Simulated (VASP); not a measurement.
# Sc (I4/mmm) in VASP: settings compared, part 2 of 2

VASP 6.6.1. Earlier steps stand in the parts before.

### 5 Relaxation of cell and atoms, PBE+D4

This run uses another cell than the first one, of 25.25 Å³/atom.

Input file INCAR:

```
SYSTEM = Sc
  PREC = Accurate
  ENCUT = 600
  EDIFF = 1E-6
  ISMEAR = -1
  SIGMA = 0.05
  LREAL = .FALSE.
  LASPH = .TRUE.
  NELM = 60
  ALGO = Fast
  ISIF = 3
  LWAVE = .FALSE.
  LCHARG = .FALSE.
  GGA = PE
  IVDW = 13
  IBRION = 2
  NSW = 60
  EDIFFG = -0.01
```

Input file KPOINTS:

```
regular mesh
0
G
  10 10 10
  0 0 0
```

Input file POSCAR:

```
Sc
1.0
   -1.9172054859      1.9172054859      1.7176030000
    1.9172054859     -1.9172054859      1.7176030000
    1.9172054859      1.9172054859     -1.7176030000
Sc
1
Direct
    0.0000000000      0.0000000000      0.0000000000
```

Potentials or basis: VASP PAW PBE potentials, release 64 (Sc_sv).

The run is started by

```console
cat potpaw_PBE.64/Sc_sv/POTCAR > POTCAR
mpirun -np 1 vasp_std > vasp.out
```

OUTCAR:

```text
SYSTEM = Sc
   PREC = Accurate
   ENCUT = 600
   EDIFF = 1E-6
   ISMEAR = -1
   LREAL = .FALSE.
   LASPH = .TRUE.
   NELM = 60
   ISIF = 3
   GGA = PE
   IVDW = 13
   IBRION = 2
   NSW = 60
   EDIFFG = -0.01

 ion  position               nearest neighbor table
   1  0.000  0.000  0.000-

  LATTYP: Found a body centered tetragonal cell.
 ALAT       =     3.8344109718
 C/A-ratio  =     0.8958888406

  Lattice vectors:

 A1 = (  -1.9172054859,   1.9172054859,   1.7176030000)
 A2 = (   1.9172054859,  -1.9172054859,   1.7176030000)
 A3 = (   1.9172054859,   1.9172054859,  -1.7176030000)

Analysis of symmetry for initial positions (statically):
=====================================================================
 Subroutine PRICEL returns:
 Original cell was already a primitive cell.

 Routine SETGRP: Setting up the symmetry group for a
 body centered tetragonal supercell.

 Subroutine GETGRP returns: Found 16 space group operations
 (whereof 16 operations were pure point group operations)
 out of a pool of 16 trial point group operations.

The static configuration has the point symmetry D_4h.

Analysis of symmetry for dynamics (positions and initial velocities):
=====================================================================
 Subroutine PRICEL returns:
 Original cell was already a primitive cell.

 Routine SETGRP: Setting up the symmetry group for a
 body centered tetragonal supercell.

 Subroutine GETGRP returns: Found 16 space group operations
 (whereof 16 operations were pure point group operations)
 out of a pool of 16 trial point group operations.

The dynamic configuration has the point symmetry D_4h.

 Subroutine INISYM returns: Found 16 space group operations
 (whereof 16 operations are pure point group operations),
 and found     1 'primitive' translations

----------------------------------------------------------------------------------------

                                     Primitive cell

  volume of cell :      25.2534

  direct lattice vectors                    reciprocal lattice vectors
    -1.917205486  1.917205486  1.717603000     0.000000000  0.260796249  0.291103357
     1.917205486 -1.917205486  1.717603000     0.260796249  0.000000000  0.291103357
     1.917205486  1.917205486 -1.717603000     0.260796249  0.260796249  0.000000000

  length of vectors
     3.209597142  3.209597142  3.209597142     0.390839927  0.390839927  0.368821593

  position of ions in fractional coordinates (direct lattice)
     0.000000000  0.000000000  0.000000000

  ion indices of the primitive-cell ions
   primitive index   ion index
                 1           1

----------------------------------------------------------------------------------------

 KPOINTS: regular mesh

Automatic generation of k-mesh.
 Grid dimensions read from file:
 generate k-points for:   10   10   10

 Generating k-lattice:

  Cartesian coordinates                     Fractional coordinates (reciprocal lattice)
     0.000000000  0.026079625  0.029110336     0.100000000 -0.000000000  0.000000000
     0.026079625  0.000000000  0.029110336    -0.000000000  0.100000000  0.000000000
     0.026079625  0.026079625  0.000000000     0.000000000  0.000000000  0.100000000

  Length of vectors
     0.039083993  0.039083993  0.036882159

  Shift w.r.t. Gamma in fractional coordinates (k-lattice)
     0.000000000  0.000000000  0.000000000

 Subroutine IBZKPT returns following result:
 ===========================================

 Found    102 irreducible k-points:

 Following reciprocal coordinates:
            Coordinates               Weight
  0.000000  0.000000  0.000000      1.000000
  0.100000  0.000000 -0.000000      8.000000
  0.200000  0.000000 -0.000000      8.000000
  0.300000  0.000000  0.000000      8.000000
  0.400000 -0.000000  0.000000      8.000000
  0.500000 -0.000000  0.000000      4.000000
[... 16 lines left out ...]
  0.300000  0.300000 -0.000000      8.000000
  0.400000  0.300000 -0.000000     16.000000
 [... further k-points ...]
   k-points           NKPTS =    102   k-points in BZ     NKDIM =    102   number of bands    NBANDS=      9
   number of dos      NEDOS =    301   number of ions     NIONS =      1
   total plane-waves  NPLWV =  21952
   dimension x,y,z NGX =    28 NGY =   28 NGZ =   28
   dimension x,y,z NGXF=    56 NGYF=   56 NGZF=   56
   ions per type =               1
   NGX,Y,Z   is equivalent  to a cutoff of  14.50, 14.50, 14.50 a.u.
   NGXF,Y,Z  is equivalent  to a cutoff of  29.01, 29.01, 29.01 a.u.
 SYSTEM =  Sc
   PREC   = accura    normal or accurate (medium, high low for compatibility)
   ISTART =      0    job   : 0-new  1-cont  2-samecut
   ICHARG =      2    charge: 1-file 2-atom 10-const
   ISPIN  =      1    spin polarized calculation?
   LNONCOLLINEAR =      F non collinear calculations
   LSORBIT =      F    spin-orbit coupling
   LASPH  =      T    aspherical Exc in radial PAW
   ENCUT  =  600.0 eV  44.10 Ry    6.64 a.u.   6.41  6.41  6.41*2*pi/ulx,y,z
   NELM   =     60;   NELMIN=  2; NELMDL= -5     # of ELM steps
   EDIFF  = 0.1E-05   stopping-criterion for ELM
   LREAL  =      F    real-space projection
   EDIFFG = -.1E-01   stopping-criterion for IOM
   NSW    =     60    number of steps for IOM
   IBRION =      2    ionic relax: 0-MD 1-quasi-New 2-CG
   NFREE  =      1    steps in history (QN), initial steepest desc. (CG)
   ISIF   =      3    stress and relaxation
   ISYM   =      2    0-nonsym 1-usesym 2-fastsym
   POTIM  = 0.5000    time-step for ionic-motion
   TEBEG  =    0.0;   TEEND  =   0.0 temperature during run
   PSTRESS=    0.0 pullay stress
   NELECT =      11.0000    total number of electrons
   NUPDOWN=      -1.0000    fix difference up-down
   EMIN   =  10.00;   EMAX   =-10.00  energy-range for DOS
   EFERMI =   0.00;   METHOD = LEGACY
   ISMEAR =    -1;   SIGMA  =   0.05  broadening in eV -4-tet -1-fermi 0-gaus
   EFERMI_NEDOS =   21; number of points for ismear=-14 and -15
   IALGO  =     68    algorithm
   IMIX   =      4    mixing-type and parameters
     AMIX     =   0.40;   BMIX     =  1.00
     AMIX_MAG =   1.60;   BMIX_MAG =  1.00
  volume/ion in A,a.u.               =      25.25       170.42
  Fermi-wavevector in a.u.,A,eV,Ry     =   1.240983  2.345117 20.953486  1.540038
  Thomas-Fermi vector in A             =   2.375400
   LORBIT       =      0    0 simple, 1 ext, 2 COOP (PROOUT), +10 PAW based schemes
   GGA     = PE    functional components
   LHFCALC =     F    Hartree Fock is set to
   AEXX    =    0.0000 exact exchange contribution
   IVDW    =    13    specifies the selected vdW correction
   LEPSILON=     F    determine dielectric tensor
   LRPA    =     F    only Hartree local field effects (RPA)
 conjugate gradient relaxation of ions
 non-spin polarized calculation
 RMM-DIIS sequential band-by-band and
  energy-cutoff  :      600.00
  volume of cell :       25.25
 maximum number of plane-waves:       867
 NGX is ok and might be reduce to    28
   NGX = 13   NGY = 13   NGZ = 13

--------------------------------------- Ionic step        1  -------------------------------------------

 number of electron      10.9999999 magnetization

 Free energy of the ion-electron system (eV)
  ---------------------------------------------------
  ext. energy  EPLUGINS =         0.00000000
  ---------------------------------------------------
  free energy    TOTEN  =        -6.14978354 eV

  energy without entropy =       -6.12811642  energy(sigma->0) =       -6.13894998

------------------------ aborting loop because EDIFF is reached ----------------------------------------

  DFT-D4 for vdW energy calculation

  Edisp (eV):   -0.26017
[... 102 lines left out ...]
  FREE ENERGIE OF THE ION-ELECTRON SYSTEM (eV)
  ---------------------------------------------------
  free  energy   TOTEN  =        -6.4192076847 eV

  energy  without entropy=       -6.3985231331  energy(sigma->0) =       -6.40886541

[... ionic steps 4 to 8 ...]

--------------------------------------- Ionic step        9  -------------------------------------------

 number of electron      10.9999999 magnetization

------------------------ aborting loop because EDIFF is reached ----------------------------------------
[... 73 lines left out ...]
--------------------------------------- Ionic step       11  -------------------------------------------

 number of electron      10.9999999 magnetization

 Free energy of the ion-electron system (eV)
  ---------------------------------------------------
  ext. energy  EPLUGINS =         0.00000000
  ---------------------------------------------------
  free energy    TOTEN  =        -6.15114592 eV

  energy without entropy =       -6.13037904  energy(sigma->0) =       -6.14076248

 E-fermi :   3.9190     XC(G=0):  -9.9683

 val. band max:        3.9043395177   @ k =   0.5000   0.2000   0.1000
 cond. band min:       3.9239448981   @ k =   0.3000   0.2000   0.1000
 fundamental gap:      0.0196053805
 Fermi energy:         3.9189733619

 k-point     1 :       0.0000    0.0000    0.0000
  band No.  band energies     occupation
      1     -45.6173      2.00000
      2     -24.0129      2.00000
      3     -24.0125      2.00000
      4     -24.0125      2.00000
      5      -1.3580      2.00000
      6       5.3950      0.00000
      7       5.3950      0.00000
      8       5.4123      0.00000
      9       6.8512      0.00000
[... 265 lines left out ...]
 k-point    24 :       0.4000    0.3000   -0.0000
  band No.  band energies     occupation
      1     -45.5404      2.00000
      2     -24.3401      2.00000
      3     -24.2567      2.00000
      4     -24.0636      2.00000
      5       3.2122      2.00000
      6       3.6599      1.98882
      7       3.9707      0.52441
      8       6.8944      0.00000
      9       7.1379      0.00000

 [... further k-points ...]

------------------------ aborting loop because EDIFF is reached ----------------------------------------

  DFT-D4 for vdW energy calculation

  Edisp (eV):   -0.27172
[... 24 lines left out ...]
  FREE ENERGIE OF THE ION-ELECTRON SYSTEM (eV)
  ---------------------------------------------------
  free  energy   TOTEN  =        -6.4228656504 eV

  energy  without entropy=       -6.4020987701  energy(sigma->0) =       -6.41248221

 reached required accuracy - stopping structural energy minimisation
```

OSZICAR:

```text
N       E                     dE             d eps       ncg     rms          rms(c)
DAV:   1     0.787957497760E+02    0.78796E+02   -0.57135E+03  1836   0.132E+03
DAV:   2    -0.507619849792E+01   -0.83872E+02   -0.83248E+02  1847   0.343E+02
DAV:   3    -0.689272629667E+01   -0.18165E+01   -0.17658E+01  2822   0.633E+01
[... 101 lines left out ...]
RMM:   4    -0.615115707073E+01    0.81038E-04   -0.65192E-04  2129   0.359E-01    0.391E-02
RMM:   5    -0.615113820581E+01    0.18865E-04   -0.25901E-04  2014   0.234E-01    0.921E-03
RMM:   6    -0.615114486309E+01   -0.66573E-05   -0.70521E-05  2198   0.102E-01    0.430E-03
RMM:   7    -0.615114647130E+01   -0.16082E-05   -0.12399E-05  1702   0.425E-02    0.605E-03
RMM:   8    -0.615114592392E+01    0.54738E-06   -0.46411E-06  1509   0.365E-02
  11 F= -.64228657E+01 E0= -.64124822E+01  d E =-.761165E-05
```

It took 97 s on 1 thread of Intel Xeon 6975P-C (Granite Rapids), shared host; peak memory 0.19 GiB.

Results:

```
Free energy                           : -6.4229 eV
Relaxed volume                        : 24.13 Å³/atom
Relaxed cell                          : a = 3.153 Å, b = 3.153 Å, c = 3.153 Å, α = 109.55°, β = 109.55°, γ = 109.32°
Space group after relaxing (to 0.1 Å) : Im-3m (No. 229)
Energy gained by relaxing             : 12.9 meV/atom
Ionic steps                           : 11
Pressure after relaxing               : 0.0 GPa
Band gap on the k mesh                : zero (an odd number of electrons rules out a gap without spin polarisation)
Dispersion energy per atom            : -0.272 eV
```

Step by step:
```tsv
step	energy change (eV)	largest force (eV/Å)	pressure (GPa)	volume (Å³)
1	0.0000	0.0000	-2.29	25.25
2	-0.0092	0.0000	0.36	23.96
3	-0.0093	0.0000	0.14	24.07
4	-0.0092	0.0000	0.05	24.09
5	-0.0099	0.0000	0.03	24.10
6	-0.0113	0.0000	0.01	24.11
7	-0.0128	0.0000	0.03	24.12
8	-0.0129	0.0000	0.04	24.11
9	-0.0129	0.0000	0.08	24.10
10	-0.0128	0.0000	-0.22	24.27
11	-0.0129	0.0000	-0.02	24.13
```

Final structure:
```cif
data_structure
_symmetry_space_group_name_H-M 'P 1'
_symmetry_Int_Tables_number 1
_cell_length_a 3.1528
_cell_length_b 3.1528
_cell_length_c 3.1528
_cell_angle_alpha 109.547
_cell_angle_beta 109.547
_cell_angle_gamma 109.319
_cell_volume 24.13
loop_
_atom_site_label
_atom_site_type_symbol
_atom_site_fract_x
_atom_site_fract_y
_atom_site_fract_z
_atom_site_occupancy
Sc1 Sc 0.00000 0.00000 0.00000 1
```

### 6 Overview

| task | level | cell | cutoff (eV) | gap on the mesh (eV) | pressure (GPa) | relaxed volume (Å³/atom) |
| --- | --- | --- | --- | --- | --- | --- |
| single point | PBE | a = 3.273 Å, angles 106.6, 106.6, 115.3°, 1 atom | 520 | none | -3.4 | - |
| relaxation of cell and atoms | PBE | relaxed from a = 3.210 Å, angles 106.6, 106.6, 115.3°, 1 atom | 600 | none | 0.0 | 24.89 |
| relaxation of cell and atoms | PBE+D3(BJ) | relaxed from a = 3.210 Å, angles 106.6, 106.6, 115.3°, 1 atom | 600 | none | 0.0 | 23.71 |
| relaxation of cell and atoms | PBE+D4 | relaxed from a = 3.210 Å, angles 106.6, 106.6, 115.3°, 1 atom | 600 | none | 0.0 | 24.13 |

Alike in all rows: potentials or basis VASP PAW PBE potentials, release 64 (Sc_sv); no spin polarisation; k mesh 10 × 10 × 10; smearing fermi-dirac 0.05 eV.

Caveats: the cell stands under tension (at least some runs).

Absolute energies hang on the potentials; compare differences alone.
